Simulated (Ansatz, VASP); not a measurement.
**One calculation of SnGe2, two programs**

```
Sn Ge
1.0
     0.00000    3.39420    3.39420
     3.39420    0.00000    3.39420
     3.39420    3.39420    0.00000
Sn Ge
1 2
Direct
  0.00000 0.00000 0.00000
  0.75000 0.75000 0.75000
  0.25000 0.25000 0.25000
```

Alike in both runs: functional PBE; k mesh 12 × 12 × 12; occupations gaussian, width 0.1 eV; no spin polarisation.

Ansatz relaxed the structure, and its values are those at the end. VASP's run is a single point on that final structure, the one shown.

|  | VASP | Ansatz |
| --- | --- | --- |
| version | VASP 6.6.1 | Ansatz 0.2.0 |
| potentials or method | VASP PAW PBE potentials, release 64 (Sn_d, Ge_d), cutoff 520 eV | scalar-relativistic, plane waves, PAW |
| valence electrons in the cell | 42 | 42 |

|  | VASP | Ansatz | Ansatz less VASP |
| --- | --- | --- | --- |
| gap on the k mesh at the Fermi level (eV) | none | none | - |
| pressure (GPa) | 0.0 | 0.0 | +0.02 |

A gap of «none» marks a metal or a gap that the smearing closes. With one functional, cell and mesh, what is left measures potentials, basis and numerics.
